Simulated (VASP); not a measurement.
# TiCo (Pm-3m) in VASP: further runs

TiCo is run at these levels: PBEsol; tasks: single point, relaxation of cell and atoms.

Everything below comes from runs of VASP 6.6.1. Logs are shortened: lines on timing, memory, paths and dates and some standing lists are left out, and cuts for length are marked.

### Step 1. The cell of the first run

The structure is cubic, space group Pm-3m (No. 221). The conventional cell has a = 2.934 Å, b = 2.934 Å, c = 2.934 Å, α = 90.00°, β = 90.00°, γ = 90.00°. Within 3.4 Å of Ti (site symmetry m-3m) lie 8 Co at 2.54 Å and 6 Ti at 2.93 Å. Co (site symmetry m-3m) has 8 Ti at 2.54 Å and 6 Co at 2.93 Å within 3.4 Å.

### Step 2. Single point, PBEsol, collinear spin, ferromagnetic start

File INCAR:

```
SYSTEM = TiCo
PREC = Accurate ; ENCUT = 520
EDIFF = 1E-6 ; ISMEAR = 0
SIGMA = 0.1 ; LREAL = .False.
LASPH = .True. ; NELM = 150
ALGO = Fast ; ISIF = 2
LWAVE = .False. ; LCHARG = .True.
ISPIN = 2 ; MAGMOM = 0 0.4
LORBIT = 11 ; LMAXMIX = 4
GGA = PS ; LELF = .True.
LVHAR = .True. ; NBANDS = 22
```

File KPOINTS:

```
regular mesh
0
Gamma
  6 6 6
  0 0 0
```

File POSCAR:

```
TiCo
1.0
    2.9337615290      0.0000000000      0.0000000000
    0.0000000000      2.9337615290      0.0000000000
    0.0000000000      0.0000000000      2.9337615290
Ti Co
1 1
Direct
    0.0000000000      0.0000000000      0.0000000000
    0.5000000000      0.5000000000      0.5000000000
```

Potentials or basis: VASP PAW PBE potentials, release 64 (Ti_sv, Co).

Started as:

```
> cat potpaw_PBE.64/Ti_sv/POTCAR potpaw_PBE.64/Co/POTCAR > POTCAR
> mpirun -np 1 vasp_std > vasp.out
```

OUTCAR:

```text
SYSTEM = TiCo
   PREC = Accurate
   ENCUT = 520
   EDIFF = 1E-6
   ISMEAR = 0
   LREAL = .False.
   LASPH = .True.
   NELM = 150
   ISIF = 2
   ISPIN = 2
   LORBIT = 11
   GGA = PS

 ion  position               nearest neighbor table
   1  0.000  0.000  0.000-   2 2.54   2 2.54   2 2.54   2 2.54   2 2.54   2 2.54   2 2.54   2 2.54

   2  0.500  0.500  0.500-   1 2.54   1 2.54   1 2.54   1 2.54   1 2.54   1 2.54   1 2.54   1 2.54

  LATTYP: Found a simple cubic cell.
 ALAT       =     2.9337615290

  Lattice vectors:

 A1 = (   2.9337615290,   0.0000000000,   0.0000000000)
 A2 = (   0.0000000000,   2.9337615290,   0.0000000000)
 A3 = (   0.0000000000,   0.0000000000,   2.9337615290)

Analysis of symmetry for initial positions (statically):
=====================================================================
 Subroutine PRICEL returns:
 Original cell was already a primitive cell.

 Routine SETGRP: Setting up the symmetry group for a
 simple cubic supercell.

 Subroutine GETGRP returns: Found 48 space group operations
 (whereof 48 operations were pure point group operations)
 out of a pool of 48 trial point group operations.

The static configuration has the point symmetry O_h .

Analysis of symmetry for dynamics (positions and initial velocities):
=====================================================================
 Subroutine PRICEL returns:
 Original cell was already a primitive cell.

 Routine SETGRP: Setting up the symmetry group for a
 simple cubic supercell.

 Subroutine GETGRP returns: Found 48 space group operations
 (whereof 48 operations were pure point group operations)
 out of a pool of 48 trial point group operations.

The dynamic configuration has the point symmetry O_h .

Analysis of structural, dynamic, and magnetic symmetry:
=====================================================================
 Subroutine PRICEL returns:
 Original cell was already a primitive cell.

 Routine SETGRP: Setting up the symmetry group for a
 simple cubic supercell.

 Subroutine GETGRP returns: Found 48 space group operations
 (whereof 48 operations were pure point group operations)
 out of a pool of 48 trial point group operations.

The overall configuration has the point symmetry O_h .

 Subroutine INISYM returns: Found 48 space group operations
 (whereof 48 operations are pure point group operations),
 and found     1 'primitive' translations

----------------------------------------------------------------------------------------

                                     Primitive cell

  volume of cell :      25.2508

  direct lattice vectors                    reciprocal lattice vectors
     2.933761529  0.000000000  0.000000000     0.340859334  0.000000000  0.000000000
     0.000000000  2.933761529  0.000000000     0.000000000  0.340859334  0.000000000
     0.000000000  0.000000000  2.933761529     0.000000000  0.000000000  0.340859334

  length of vectors
     2.933761529  2.933761529  2.933761529     0.340859334  0.340859334  0.340859334

  position of ions in fractional coordinates (direct lattice)
     0.000000000  0.000000000  0.000000000
     0.500000000  0.500000000  0.500000000

  ion indices of the primitive-cell ions
   primitive index   ion index
                 1           1
                 2           2

----------------------------------------------------------------------------------------

 KPOINTS: regular mesh

Automatic generation of k-mesh.
 Grid dimensions read from file:
 generate k-points for:    6    6    6

 Generating k-lattice:

  Cartesian coordinates                     Fractional coordinates (reciprocal lattice)
     0.056809889  0.000000000  0.000000000     0.166666667  0.000000000  0.000000000
     0.000000000  0.056809889  0.000000000     0.000000000  0.166666667  0.000000000
     0.000000000  0.000000000  0.056809889     0.000000000  0.000000000  0.166666667

  Length of vectors
     0.056809889  0.056809889  0.056809889

  Shift w.r.t. Gamma in fractional coordinates (k-lattice)
     0.000000000  0.000000000  0.000000000

 Subroutine IBZKPT returns following result:
 ===========================================

 Found     20 irreducible k-points:

 Following reciprocal coordinates:
            Coordinates               Weight
  0.000000  0.000000  0.000000      1.000000
  0.166667  0.000000  0.000000      6.000000
  0.333333  0.000000  0.000000      6.000000
  0.500000  0.000000  0.000000      3.000000
  0.166667  0.166667  0.000000     12.000000
  0.333333  0.166667  0.000000     24.000000
[... 12 lines left out ...]
  0.500000  0.500000  0.333333      6.000000
  0.500000  0.500000  0.500000      1.000000
   k-points           NKPTS =     20   k-points in BZ     NKDIM =     20   number of bands    NBANDS=     22
   number of dos      NEDOS =    301   number of ions     NIONS =      2
   total plane-waves  NPLWV =  13824
   dimension x,y,z NGX =    24 NGY =   24 NGZ =   24
   dimension x,y,z NGXF=    48 NGYF=   48 NGZF=   48
   ions per type =               1   1
   NGX,Y,Z   is equivalent  to a cutoff of  13.60, 13.60, 13.60 a.u.
   NGXF,Y,Z  is equivalent  to a cutoff of  27.20, 27.20, 27.20 a.u.
 SYSTEM =  TiCo
   PREC   = accura    normal or accurate (medium, high low for compatibility)
   ISTART =      0    job   : 0-new  1-cont  2-samecut
   ICHARG =      2    charge: 1-file 2-atom 10-const
   ISPIN  =      2    spin polarized calculation?
   LNONCOLLINEAR =      F non collinear calculations
   LSORBIT =      F    spin-orbit coupling
   LASPH  =      T    aspherical Exc in radial PAW
   ENCUT  =  520.0 eV  38.22 Ry    6.18 a.u.   5.45  5.45  5.45*2*pi/ulx,y,z
   NELM   =    150;   NELMIN=  2; NELMDL= -5     # of ELM steps
   EDIFF  = 0.1E-05   stopping-criterion for ELM
   LREAL  =      F    real-space projection
   EDIFFG = 0.1E-04   stopping-criterion for IOM
   NSW    =      0    number of steps for IOM
   IBRION =     -1    ionic relax: 0-MD 1-quasi-New 2-CG
   NFREE  =      0    steps in history (QN), initial steepest desc. (CG)
   ISIF   =      2    stress and relaxation
   ISYM   =      2    0-nonsym 1-usesym 2-fastsym
   POTIM  = 0.5000    time-step for ionic-motion
   TEBEG  =    0.0;   TEEND  =   0.0 temperature during run
   PSTRESS=    0.0 pullay stress
   NELECT =      21.0000    total number of electrons
   NUPDOWN=      -1.0000    fix difference up-down
   EMIN   =  10.00;   EMAX   =-10.00  energy-range for DOS
   EFERMI =   0.00;   METHOD = LEGACY
   ISMEAR =     0;   SIGMA  =   0.10  broadening in eV -4-tet -1-fermi 0-gaus
   EFERMI_NEDOS =   21; number of points for ismear=-14 and -15
   IALGO  =     68    algorithm
   IMIX   =      4    mixing-type and parameters
     AMIX     =   0.40;   BMIX     =  1.00
     AMIX_MAG =   1.60;   BMIX_MAG =  1.00
  volume/ion in A,a.u.               =      12.63        85.20
  Fermi-wavevector in a.u.,A,eV,Ry     =   1.539536  2.909301 32.248126  2.370170
  Thomas-Fermi vector in A             =   2.645750
   LORBIT       =     11    0 simple, 1 ext, 2 COOP (PROOUT), +10 PAW based schemes
   GGA     = PS    functional components
   LHFCALC =     F    Hartree Fock is set to
   AEXX    =    0.0000 exact exchange contribution
   IVDW    =     0    specifies the selected vdW correction
   LEPSILON=     F    determine dielectric tensor
   LRPA    =     F    only Hartree local field effects (RPA)
 spin polarized calculation
 RMM-DIIS sequential band-by-band and
 Gauss-broadening in eV      SIGMA  =   0.10
  energy-cutoff  :      520.00
  volume of cell :       25.25
 maximum number of plane-waves:       696
 NGX is ok and might be reduce to    24
   NGX = 11   NGY = 11   NGZ = 11

 number of electron      21.0000009 magnetization       0.1745074

 Free energy of the ion-electron system (eV)
  ---------------------------------------------------
  ext. energy  EPLUGINS =         0.00000000
  ---------------------------------------------------
  free energy    TOTEN  =       -16.92077387 eV

  energy without entropy =      -16.91034599  energy(sigma->0) =      -16.91555993

 E-fermi :  10.3804     XC(G=0): -13.0236

 val. band max:       10.3317057036   @ k =   0.5000   0.1667   0.0000
 cond. band min:      10.3992157864   @ k =   0.5000   0.5000   0.1667
 fundamental gap:      0.0675100827
 Fermi energy:        10.3804312759

 spin component 1

 k-point     1 :       0.0000    0.0000    0.0000
  band No.  band energies     occupation
      1     -46.4500      1.00000
      2     -22.6205      1.00000
      3     -22.6205      1.00000
      4     -22.6205      1.00000
      5       2.5650      1.00000
      6       6.3304      1.00000
[... 14 lines left out ...]
     21      31.7760      0.00000
     22      31.7949      0.00000
[... 451 lines left out ...]
 k-point    20 :       0.5000    0.5000    0.5000
  band No.  band energies     occupation
      1     -46.3357      1.00000
      2     -22.8920      1.00000
      3     -22.8920      1.00000
      4     -22.8920      1.00000
      5       7.8356      1.00000
      6       7.8356      1.00000
[... 14 lines left out ...]
     21      20.7242      0.00000
     22      24.9318      0.00000
 Fermi energy:        10.3804312759

 spin component 2

 k-point     1 :       0.0000    0.0000    0.0000
  band No.  band energies     occupation
      1     -46.4817      1.00000
      2     -22.6527      1.00000
      3     -22.6527      1.00000
      4     -22.6527      1.00000
      5       2.5551      1.00000
      6       6.4621      1.00000
[... 14 lines left out ...]
     21      31.6628      0.00000
     22      31.7589      0.00000
[... 452 lines left out ...]
  band No.  band energies     occupation
      1     -46.3672      1.00000
      2     -22.9249      1.00000
      3     -22.9249      1.00000
      4     -22.9249      1.00000
      5       7.9621      1.00000
      6       7.9621      1.00000
[... 14 lines left out ...]
     21      20.7271      0.00000
     22      24.8914      0.00000

------------------------ aborting loop because EDIFF is reached ----------------------------------------

  FORCE on cell =-STRESS in cart. coord.  units (eV):
  Direction    XX          YY          ZZ          XY          YZ          ZX
  --------------------------------------------------------------------------------------
  -------------------------------------------------------------------------------------
  Total       -0.0425037     -0.0425037     -0.0425037     -0.0000000      0.0000000     -0.0000000
  in kB       -2.6968871     -2.6968871     -2.6968871     -0.0000000      0.0000000     -0.0000000
  external PRESSURE =      -2.6968871 kB  Pullay stress =       0.0000000 kB

 VOLUME and BASIS-vectors are now :
 -----------------------------------------------------------------------------
  energy-cutoff  :      520.00
  volume of cell :       25.25
      direct lattice vectors                 reciprocal lattice vectors
     2.933761529  0.000000000  0.000000000     0.340859334  0.000000000  0.000000000
     0.000000000  2.933761529  0.000000000     0.000000000  0.340859334  0.000000000
     0.000000000  0.000000000  2.933761529     0.000000000  0.000000000  0.340859334

 POSITION                                       TOTAL-FORCE (eV/Angst)
 -----------------------------------------------------------------------------------
      0.00000      0.00000      0.00000         0.000000      0.000000      0.000000
      1.46688      1.46688      1.46688         0.000000      0.000000      0.000000
 -----------------------------------------------------------------------------------
    total drift:                                0.000000      0.000000     -0.000000

  FREE ENERGIE OF THE ION-ELECTRON SYSTEM (eV)
  ---------------------------------------------------
  free  energy   TOTEN  =       -16.9207738736 eV

  energy  without entropy=      -16.9103459937  energy(sigma->0) =      -16.91555993

 total charge

# of ion       s       p       d       tot
------------------------------------------
    1        2.261   6.204   1.890  10.355
    2        0.544   0.483   7.368   8.395
--------------------------------------------------
tot          2.805   6.686   9.259  18.750

 magnetization (x)

# of ion       s       p       d       tot
------------------------------------------
    1       -0.002  -0.004  -0.033  -0.039
    2        0.010  -0.005   0.226   0.231
--------------------------------------------------
tot          0.008  -0.009   0.193   0.191
```

It took 28 s on 1 thread of Intel Xeon Platinum 8488C (Sapphire Rapids), shared host; peak memory 0.15 GiB.

What came out:

```
Free energy                                           : -16.9208 eV
Pressure                                              : -0.3 GPa
Net moment                                            : 0.17 μB per cell
Site moments                                          : Ti -0.04; Co +0.23 μB
Valence electrons inside the program's atomic spheres : Ti 10.36; Co 8.39
```

Levels at points of the mesh, in eV from the Fermi level:
Spin up:
```tsv
k point	band 8	band 9	band 10	band 11	band 12	band 13
(0.00, 0.00, 0.00)	-1.56	-1.56	-1.56	0.81	0.81	2.95
(0.50, 0.00, 0.00)	-1.64	-1.64	-1.12	-0.81	0.08	0.72
(0.50, 0.50, 0.00)	-2.56	-0.75	-0.22	0.81	0.81	1.33
(0.50, 0.50, 0.50)	-2.18	-2.18	-2.18	-0.72	-0.72	3.41
```
Spin down:
| k point | band 6 | band 7 | band 8 | band 9 | band 10 | band 11 | band 12 | band 13 | band 14 | band 15 |
| --- | --- | --- | --- | --- | --- | --- | --- | --- | --- | --- |
| (0.00, 0.00, 0.00) | -3.92 | -3.92 | -1.42 | -1.42 | -1.42 | 0.92 | 0.92 | 2.96 | 2.96 | 2.96 |
| (0.50, 0.00, 0.00) | -3.85 | -2.34 | -1.48 | -1.48 | -0.95 | -0.87 | 0.35 | 0.70 | 0.70 | 2.39 |
| (0.50, 0.50, 0.00) | -3.88 | -2.45 | -2.45 | -0.41 | 0.02 | 0.79 | 0.79 | 1.36 | 2.82 | 2.82 |
| (0.50, 0.50, 0.50) | -2.42 | -2.42 | -2.20 | -2.20 | -2.20 | -0.38 | -0.38 | 3.37 | 3.37 | 7.62 |

Caveat: the PAW data sets were made with another functional, which shifts forces and pressure a little.

### Step 3. Relaxation of cell and atoms, PBEsol, collinear spin, ferromagnetic start

This run uses another cell than the first one, of 13.31 Å³/atom, 1.054 times its volume.

File INCAR:

```
SYSTEM = TiCo
  PREC = Accurate
  ENCUT = 600
  EDIFF = 1E-6
  ISMEAR = 0
  SIGMA = 0.1
  LREAL = .FALSE.
  LASPH = .TRUE.
  NELM = 150
  ALGO = Normal
  ISIF = 3
  LWAVE = .FALSE.
  LCHARG = .FALSE.
  ISPIN = 2
  MAGMOM = 0 0.4
  LORBIT = 11
  LMAXMIX = 4
  GGA = PS
  IBRION = 2
  NSW = 100
  EDIFFG = -0.05
```

File KPOINTS:

```
regular mesh
0
G
  6 6 6
  0 0 0
```

File POSCAR:

```
TiCo
1.0
    2.9861109900      0.0000000000      0.0000000000
    0.0000000000      2.9861109900      0.0000000000
    0.0000000000      0.0000000000      2.9861109900
Ti Co
1 1
Direct
    0.0000000000      0.0000000000      0.0000000000
    0.5000000000      0.5000000000      0.5000000000
```

Potentials or basis: VASP PAW PBE potentials, release 64 (Ti_sv, Co).

Started as:

```
> cat potpaw_PBE.64/Ti_sv/POTCAR potpaw_PBE.64/Co/POTCAR > POTCAR
> mpirun -np 1 vasp_std > vasp.out
```

Run time: 52 s. Hardware: 1 thread of Intel Xeon Platinum 8488C (Sapphire Rapids), shared host; peak memory 0.16 GiB.

Results (log left out):

| Property | Result |
| --- | --- |
| Free energy | -16.9203 eV |
| Relaxed volume | 12.61 Å³/atom |
| Relaxed cell | a = 2.933 Å, b = 2.933 Å, c = 2.933 Å, α = 90.00°, β = 90.00°, γ = 90.00° |
| Space group after relaxing (to 0.05 Å) | Pm-3m (No. 221) |
| Energy gained by relaxing | 21.4 meV/atom |
| Ionic steps | 3 |
| Pressure after relaxing | -0.1 GPa |
| Net moment | 0.00 μB per cell |
| Valence electrons inside the program's atomic spheres | Ti 10.36; Co 8.40 |

The path:
```
step  energy change (eV)  largest force (eV/Å)  pressure (GPa)  volume (Å³)
   1              0.0000                0.0000           -9.51        26.63
   2              0.0181                0.0000           13.89        23.70
   3             -0.0428                0.0000           -0.11        25.23
```

Final structure:
```
Ti Co
1.0
     2.93295    0.00000    0.00000
     0.00000    2.93295    0.00000
     0.00000    0.00000    2.93295
Ti Co
1 1
Direct
  0.00000 0.00000 0.00000
  0.50000 0.50000 0.50000
```

Levels at points of the mesh, in eV from the Fermi level:
Spin up:
```csv
k point,band 6,band 7,band 8,band 9,band 10,band 11,band 12,band 13,band 14
"(0.00, 0.00, 0.00)",-3.95,-3.95,-1.45,-1.45,-1.45,0.89,0.89,2.98,2.98
"(0.50, 0.00, 0.00)",-3.80,-2.44,-1.52,-1.52,-0.99,-0.82,0.25,0.73,0.73
"(0.50, 0.50, 0.00)",-3.87,-2.47,-2.47,-0.54,-0.06,0.83,0.83,1.37,2.83
"(0.50, 0.50, 0.50)",-2.44,-2.44,-2.17,-2.17,-2.17,-0.50,-0.50,3.41,3.41
```
Spin down:
```csv
k point,band 7,band 8,band 9,band 10,band 11,band 12,band 13,band 14
"(0.00, 0.00, 0.00)",-3.95,-1.45,-1.45,-1.45,0.89,0.89,2.98,2.98
"(0.50, 0.00, 0.00)",-2.44,-1.52,-1.52,-0.99,-0.82,0.25,0.73,0.73
"(0.50, 0.50, 0.00)",-2.47,-2.47,-0.54,-0.06,0.83,0.83,1.37,2.83
"(0.50, 0.50, 0.50)",-2.44,-2.17,-2.17,-2.17,-0.50,-0.50,3.41,3.41
```

Caveat: the PAW data sets were made with another functional, which shifts forces and pressure a little.
